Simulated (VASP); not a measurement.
A run of VASP 6.6.1 is set up as follows.

The input INCAR:

```
PREC = Accurate
ENCUT = 520
EDIFF = 1E-6
ISMEAR = 0
SIGMA = 0.02
LREAL = F
LASPH = T
NELM = 60
ALGO = Normal
ISIF = 2
LWAVE = F
LCHARG = F
GGA = PE
NBANDS = 28
```

The input KPOINTS:

```
Automatic mesh
0
Gamma
  8 8 6
```

Contents of POSCAR:

```
PbO
1.0
    3.0652862803     -5.2871286991      0.0000000000
    3.0652862803      5.2871286991      0.0000000000
    0.0000000000      0.0000000000      8.2860231105
Pb O
2 2
Direct
    0.8491978165      0.1508021835      0.5000000000
    0.1508021835      0.8491978165      0.5000000000
    0.0000000000      0.0000000000      0.3293383545
    0.0000000000      0.0000000000      0.6706616455
```

Potentials or basis: VASP PAW PBE potentials, release 64 (Pb_d, O).

Run with:

```sh
$ cat potpaw_PBE.64/Pb_d/POTCAR potpaw_PBE.64/O/POTCAR > POTCAR
$ mpirun -np 1 vasp_std > vasp.out
```

(1) Estimate the largest force.

(2) What does it give for the band gap on the k mesh?

Answers

(1) 0.066 eV/Å.

(2) 0.88 eV.

Caveat: spin-orbit coupling is left out, which moves the levels of the heavy elements.
